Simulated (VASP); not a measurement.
# NaI (I4mm) in VASP: single point with r2SCAN

Aim: the single point of NaI with r2SCAN.

All numbers are computed with VASP 6.6.1; they aren't measurements. Logs are shortened: lines on timing, memory, paths and dates and some standing lists are left out, and cuts for length are marked.

### Step 1. The cell of the first run

It takes space group I4mm (No. 107, tetragonal). The conventional cell has a = 4.577 Å, b = 4.577 Å, c = 6.473 Å, α = 90.00°, β = 90.00°, γ = 90.00°. Within 4.2 Å of Na (site symmetry 4mm) lie 6 I at 3.17 to 3.30 Å. I (site symmetry 4mm) has 6 Na at 3.17 to 3.30 Å within 4.2 Å.

### Step 2. Single point, r2SCAN (all I atoms moved +0.062 Å, as atom 2 along Cartesian [0 1 0])

Contents of POSCAR:

```
NaI
1.0
    0.0000000000      3.2364000000      3.2364000000
    3.2364000000      0.0000000000      3.2364000000
    3.2364000000      3.2364000000      0.0000000000
Na I
1 1
Direct
    0.0000000000      0.0000000000      0.0000000000
    0.5096557904      0.4903442096      0.5096557904
```

Contents of INCAR.step1:

```
ALGO = Normal
EDIFF = 1E-4
ENCUT = 520
GGA = PE
ISMEAR = 0
LASPH = T
LCHARG = F
LREAL = F
LWAVE = T
NBANDS = 14
NELM = 60
PREC = Accurate
SIGMA = 0.05
```

Contents of INCAR.step2:

```
ALGO = Normal
EDIFF = 1E-7
ENCUT = 520
ISIF = 2
ISMEAR = 0
ISTART = 1
LASPH = T
LCHARG = F
LMIXTAU = T
LREAL = F
LWAVE = F
METAGGA = R2SCAN
NBANDS = 14
NELM = 60
PREC = Accurate
SIGMA = 0.05
```

Contents of KPOINTS:

```
k-points
0
Gamma
  6 6 6
```

Potentials or basis: VASP PAW PBE potentials, release 64 (Na_pv, I).

Command:

```bash
cat potpaw_PBE.64/Na_pv/POTCAR potpaw_PBE.64/I/POTCAR > POTCAR
cp INCAR.step1 INCAR
mpirun -np 1 vasp_std > vasp.out
cp INCAR.step2 INCAR
mpirun -np 1 vasp_std > vasp.out
```

OUTCAR:

```text
EDIFF = 1E-7
   ENCUT = 520
   ISIF = 2
   ISMEAR = 0
   ISTART = 1
   LASPH = T
   LREAL = F
   METAGGA = R2SCAN
   NELM = 60
   PREC = Accurate

 ion  position               nearest neighbor table
   1  0.000  0.000  0.000-   2 3.17
   2  0.510  0.490  0.510-   1 3.17

  LATTYP: Found a face centered cubic cell.
 ALAT       =     6.4728000000

  Lattice vectors:

 A1 = (   0.0000000000,   3.2364000000,   3.2364000000)
 A2 = (   3.2364000000,   0.0000000000,   3.2364000000)
 A3 = (   3.2364000000,   3.2364000000,   0.0000000000)

Analysis of symmetry for initial positions (statically):
=====================================================================
 Subroutine PRICEL returns:
 Original cell was already a primitive cell.

 Routine SETGRP: Setting up the symmetry group for a
 face centered cubic supercell.

 Subroutine GETGRP returns: Found  8 space group operations
 (whereof  8 operations were pure point group operations)
 out of a pool of 48 trial point group operations.

The static configuration has the point symmetry C_4v.

Analysis of symmetry for dynamics (positions and initial velocities):
=====================================================================
 Subroutine PRICEL returns:
 Original cell was already a primitive cell.

 Routine SETGRP: Setting up the symmetry group for a
 face centered cubic supercell.

 Subroutine GETGRP returns: Found  8 space group operations
 (whereof  8 operations were pure point group operations)
 out of a pool of 48 trial point group operations.

The dynamic configuration has the point symmetry C_4v.

 Subroutine INISYM returns: Found  8 space group operations
 (whereof  8 operations are pure point group operations),
 and found     1 'primitive' translations

----------------------------------------------------------------------------------------

                                     Primitive cell

  volume of cell :      67.7980

  direct lattice vectors                    reciprocal lattice vectors
     0.000000000  3.236400000  3.236400000    -0.154492646  0.154492646  0.154492646
     3.236400000  0.000000000  3.236400000     0.154492646 -0.154492646  0.154492646
     3.236400000  3.236400000  0.000000000     0.154492646  0.154492646 -0.154492646

  length of vectors
     4.576960773  4.576960773  4.576960773     0.267589113  0.267589113  0.267589113

  position of ions in fractional coordinates (direct lattice)
     0.000000000  0.000000000  0.000000000
     0.509655790  0.490344210  0.509655790

  ion indices of the primitive-cell ions
   primitive index   ion index
                 1           1
                 2           2

----------------------------------------------------------------------------------------

 KPOINTS: k-points

Automatic generation of k-mesh.
 Grid dimensions read from file:
 generate k-points for:    6    6    6

 Generating k-lattice:

  Cartesian coordinates                     Fractional coordinates (reciprocal lattice)
    -0.025748774  0.025748774  0.025748774     0.166666667  0.000000000  0.000000000
     0.025748774 -0.025748774  0.025748774     0.000000000  0.166666667  0.000000000
     0.025748774  0.025748774 -0.025748774     0.000000000  0.000000000  0.166666667

  Length of vectors
     0.044598185  0.044598185  0.044598185

  Shift w.r.t. Gamma in fractional coordinates (k-lattice)
     0.000000000  0.000000000  0.000000000

 Subroutine IBZKPT returns following result:
 ===========================================

 Found     30 irreducible k-points:

 Following reciprocal coordinates:
            Coordinates               Weight
  0.000000  0.000000  0.000000      1.000000
  0.166667  0.000000  0.000000      8.000000
  0.333333  0.000000  0.000000      8.000000
  0.500000  0.000000  0.000000      4.000000
  0.166667  0.166667  0.000000      4.000000
  0.166667  0.000000  0.166667      2.000000
[... 16 lines left out ...]
  0.500000  0.333333  0.166667      8.000000
  0.166667  0.500000  0.333333      8.000000
 [... further k-points ...]
   k-points           NKPTS =     30   k-points in BZ     NKDIM =     30   number of bands    NBANDS=     14
   number of dos      NEDOS =    301   number of ions     NIONS =      2
   total plane-waves  NPLWV =  46656
   dimension x,y,z NGX =    36 NGY =   36 NGZ =   36
   dimension x,y,z NGXF=    72 NGYF=   72 NGZF=   72
   ions per type =               1   1
   NGX,Y,Z   is equivalent  to a cutoff of  13.08, 13.08, 13.08 a.u.
   NGXF,Y,Z  is equivalent  to a cutoff of  26.15, 26.15, 26.15 a.u.
 SYSTEM =  unknown system
   PREC   = accura    normal or accurate (medium, high low for compatibility)
   ISTART =      1    job   : 0-new  1-cont  2-samecut
   ICHARG =      0    charge: 1-file 2-atom 10-const
   ISPIN  =      1    spin polarized calculation?
   LNONCOLLINEAR =      F non collinear calculations
   LSORBIT =      F    spin-orbit coupling
   LASPH  =      T    aspherical Exc in radial PAW
   ENCUT  =  520.0 eV  38.22 Ry    6.18 a.u.   8.51  8.51  8.51*2*pi/ulx,y,z
   NELM   =     60;   NELMIN=  2; NELMDL=  0     # of ELM steps
   EDIFF  = 0.1E-06   stopping-criterion for ELM
   LREAL  =      F    real-space projection
   EDIFFG = 0.1E-05   stopping-criterion for IOM
   NSW    =      0    number of steps for IOM
   IBRION =     -1    ionic relax: 0-MD 1-quasi-New 2-CG
   NFREE  =      0    steps in history (QN), initial steepest desc. (CG)
   ISIF   =      2    stress and relaxation
   ISYM   =      2    0-nonsym 1-usesym 2-fastsym
   POTIM  = 0.5000    time-step for ionic-motion
   TEBEG  =    0.0;   TEEND  =   0.0 temperature during run
   PSTRESS=    0.0 pullay stress
   NELECT =      14.0000    total number of electrons
   NUPDOWN=      -1.0000    fix difference up-down
   EMIN   =  10.00;   EMAX   =-10.00  energy-range for DOS
   EFERMI =   0.00;   METHOD = LEGACY
   ISMEAR =     0;   SIGMA  =   0.05  broadening in eV -4-tet -1-fermi 0-gaus
   EFERMI_NEDOS =   21; number of points for ismear=-14 and -15
   IALGO  =     38    algorithm
   IMIX   =      4    mixing-type and parameters
     AMIX     =   0.40;   BMIX     =  1.00
     AMIX_MAG =   1.60;   BMIX_MAG =  1.00
  volume/ion in A,a.u.               =      33.90       228.76
  Fermi-wavevector in a.u.,A,eV,Ry     =   0.967636  1.828567 12.739397  0.936319
  Thomas-Fermi vector in A             =   2.097538
   LORBIT       =      0    0 simple, 1 ext, 2 COOP (PROOUT), +10 PAW based schemes
   METAGGA = R2SCAN    functional components
   LHFCALC =     F    Hartree Fock is set to
   AEXX    =    0.0000 exact exchange contribution
   IVDW    =     0    specifies the selected vdW correction
   LEPSILON=     F    determine dielectric tensor
   LRPA    =     F    only Hartree local field effects (RPA)
 non-spin polarized calculation
 Gauss-broadening in eV      SIGMA  =   0.05
  energy-cutoff  :      520.00
  volume of cell :       67.80
 maximum number of plane-waves:      1853
 NGX is ok and might be reduce to    36
   NGX = 17   NGY = 17   NGZ = 17

 number of electron      13.9999993 magnetization

 Free energy of the ion-electron system (eV)
  ---------------------------------------------------
  ext. energy  EPLUGINS =         0.00000000
  ---------------------------------------------------
  free energy    TOTEN  =       -31.08357646 eV

  energy without entropy =      -31.08357646  energy(sigma->0) =      -31.08357646

 E-fermi :   0.6869     XC(G=0):  -8.0681

 val. band max:        0.4796957617   @ k =   0.0000   0.0000   0.0000
 cond. band min:       4.9188750540   @ k =   0.0000   0.0000   0.0000
 fundamental gap:      4.4391792923
 Fermi energy:         0.6868984525

 k-point     1 :       0.0000    0.0000    0.0000
  band No.  band energies     occupation
      1     -22.7699      2.00000
      2     -22.7696      2.00000
      3     -22.7696      2.00000
      4     -10.8660      2.00000
      5       0.4781      2.00000
      6       0.4797      2.00000
      7       0.4797      2.00000
      8       4.9189      0.00000
      9       8.9546      0.00000
     10       8.9546      0.00000
     11       8.9562      0.00000
     12      10.8073      0.00000
     13      10.8114      0.00000
     14      11.5931      0.00000

 k-point     2 :       0.1667    0.0000    0.0000
  band No.  band energies     occupation
      1     -22.7709      2.00000
      2     -22.7699      2.00000
      3     -22.7697      2.00000
      4     -10.7876      2.00000
      5      -0.2296      2.00000
      6       0.3996      2.00000
      7       0.4006      2.00000
      8       5.6992      0.00000
      9       8.4964      0.00000
     10       9.1726      0.00000
     11       9.1739      0.00000
     12      10.3567      0.00000
     13      10.3609      0.00000
     14      12.1938      0.00000

 k-point     3 :       0.3333    0.0000    0.0000
  band No.  band energies     occupation
      1     -22.7734      2.00000
      2     -22.7701      2.00000
      3     -22.7698      2.00000
      4     -10.6213      2.00000
      5      -1.2727      2.00000
      6       0.2515      2.00000
      7       0.2524      2.00000
      8       6.2320      0.00000
      9       8.8015      0.00000
     10       8.8017      0.00000
     11       9.2793      0.00000
     12      11.4215      0.00000
     13      11.4242      0.00000
     14      11.4966      0.00000
[... 324 lines left out ...]
 k-point    23 :       0.5000    0.3333    0.1667
  band No.  band energies     occupation
      1     -22.7732      2.00000
      2     -22.7713      2.00000
      3     -22.7704      2.00000
      4     -10.5201      2.00000
      5      -1.2032      2.00000
      6      -0.4478      2.00000
      7      -0.0397      2.00000
      8       7.1543      0.00000
      9       7.7440      0.00000
     10       8.1421      0.00000
     11      10.2401      0.00000
     12      11.3059      0.00000
     13      13.4737      0.00000
     14      14.1599      0.00000

 k-point    24 :       0.1667    0.5000    0.3333
  band No.  band energies     occupation
      1     -22.7732      2.00000
      2     -22.7714      2.00000
      3     -22.7703      2.00000
      4     -10.5201      2.00000
      5      -1.2030      2.00000
      6      -0.4486      2.00000
      7      -0.0388      2.00000
      8       7.1561      0.00000
      9       7.7433      0.00000
     10       8.1410      0.00000
     11      10.2379      0.00000
     12      11.3050      0.00000
     13      13.4758      0.00000
     14      14.1597      0.00000

 [... further k-points ...]

------------------------ aborting loop because EDIFF is reached ----------------------------------------

  FORCE on cell =-STRESS in cart. coord.  units (eV):
  Direction    XX          YY          ZZ          XY          YZ          ZX
  --------------------------------------------------------------------------------------
  -------------------------------------------------------------------------------------
  Total       -0.0790159     -0.0459820     -0.0790159      0.0000000      0.0000000      0.0000000
  in kB       -1.8672749     -1.0866293     -1.8672749      0.0000000      0.0000000      0.0000000
  external PRESSURE =      -1.6070597 kB  Pullay stress =       0.0000000 kB

 VOLUME and BASIS-vectors are now :
 -----------------------------------------------------------------------------
  energy-cutoff  :      520.00
  volume of cell :       67.80
      direct lattice vectors                 reciprocal lattice vectors
     0.000000000  3.236400000  3.236400000    -0.154492646  0.154492646  0.154492646
     3.236400000  0.000000000  3.236400000     0.154492646 -0.154492646  0.154492646
     3.236400000  3.236400000  0.000000000     0.154492646  0.154492646 -0.154492646

 POSITION                                       TOTAL-FORCE (eV/Angst)
 -----------------------------------------------------------------------------------
      0.00000      0.00000      0.00000         0.000000      0.059273      0.000000
      3.23640      3.29890      3.23640         0.000000     -0.059273      0.000000
 -----------------------------------------------------------------------------------
    total drift:                                0.000002     -0.000178      0.000002

  FREE ENERGIE OF THE ION-ELECTRON SYSTEM (eV)
  ---------------------------------------------------
  free  energy   TOTEN  =       -31.0835764618 eV

  energy  without entropy=      -31.0835764618  energy(sigma->0) =      -31.08357646
```

Wall time 4 min (1 thread of Intel Xeon 8259CL, shared host); peak memory 0.23 GiB.

What came out:

| Quantity | Value |
| --- | --- |
| Free energy | -31.0836 eV |
| Pressure | -0.2 GPa |
| Largest force | 0.059 eV/Å |
| Band gap on the k mesh | 4.44 eV |

Forces in eV/Å, atoms in the order of the input:
```
Na   0.000  0.059  0.000
I    0.000 -0.059  0.000
```

Stress tensor (GPa, compression positive):
```
-0.19  0.00  0.00
 0.00 -0.11  0.00
 0.00  0.00 -0.19
```

Levels at points of the mesh, in eV from the valence-band top:
```tsv
k point	band 5	band 6	band 7	band 8	band 9	band 10
(0.00, 0.00, 0.00)	0.00	0.00	0.00	4.44	8.47	8.47
(0.50, 0.00, 0.00)	-2.18	-0.30	-0.30	5.69	8.07	8.07
(0.50, 0.50, 0.00)	-1.93	-0.76	-0.76	5.23	6.02	10.73
(0.50, 0.00, 0.50)	-1.93	-0.76	-0.76	5.23	6.02	10.73
```

Caveat: the cell differs from its parent crystal (all I atoms moved +0.062 Å, as atom 2 along Cartesian [0 1 0]); the PAW data sets were made with another functional, which shifts forces and pressure a little; spin-orbit coupling is left out, which moves the levels of the heavy elements.
